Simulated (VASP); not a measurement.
Write the native input for VASP 6.6.1 that does the following.

```
Task                   : single point
Functional             : r2SCAN
Potentials or basis    : VASP PAW PBE potentials, release 64 (Ge_d)
Cutoff                 : 520 eV
k mesh                 : 20 × 20 × 11
Occupations            : fermi-dirac, width 0.1 eV
Spin                   : no spin polarisation
Dipole correction      : no
Further INCAR settings : ALGO = Normal; EDIFF = 1e-07; NBANDS = 21
```

Ge:

```
Ge
1.0
     3.03510    0.00000    0.00000
    -1.51755    2.62847    0.00000
     0.00000    0.00000    4.70075
Ge
2
Cartesian
  0.0000 1.7523 1.1752
  1.5176 0.8762 3.5256
```

This isn't the form of Ge at room conditions, which is diamond.

These files were run (other wordings do the same):

POSCAR

```
Ge
1.0
    3.0351006347      0.0000000000      0.0000000000
   -1.5175503173      2.6284742527      0.0000000000
    0.0000000000      0.0000000000      4.7007543954
Ge
2
Direct
    0.3333333333      0.6666666667      0.2500000000
    0.6666666667      0.3333333333      0.7500000000
```

INCAR.step1

```
SYSTEM = Ge
PREC = Accurate
ENCUT = 520
ISMEAR = -1
SIGMA = 0.1
LREAL = .False.
LASPH = .True.
NELM = 80
NBANDS = 21
GGA = PE
ALGO = Normal
EDIFF = 1E-4
LWAVE = .True.
LCHARG = .False.
```

INCAR.step2

```
SYSTEM = Ge
PREC = Accurate
ENCUT = 520
EDIFF = 1E-7
ISMEAR = -1
SIGMA = 0.1
LREAL = .False.
LASPH = .True.
NELM = 80
ALGO = Normal
ISIF = 2
LWAVE = .False.
LCHARG = .False.
METAGGA = R2SCAN
LMIXTAU = .True.
NBANDS = 21
ISTART = 1
```

KPOINTS

```
Automatic mesh
0
Gamma
  20 20 11
  0 0 0
```

Potentials or basis: VASP PAW PBE potentials, release 64 (Ge_d).

Command:

```bash
$ cat potpaw_PBE.64/Ge_d/POTCAR > POTCAR
$ cp INCAR.step1 INCAR
$ mpirun -np 1 vasp_std > vasp.out
$ cp INCAR.step2 INCAR
$ mpirun -np 1 vasp_std > vasp.out
```

It gave:

```yaml
Pressure: 0.0 GPa
Band_gap_on_the_k_mesh: zero (bands 14 and 15 overlap by 9.91 eV)
```

Caveat: the PAW data sets were made with another functional, which shifts forces and pressure a little.

Wall time 12 min on 1 thread of Oxide Virtual Turin-like Processor, with other jobs on the host, peak memory 0.25 GiB.
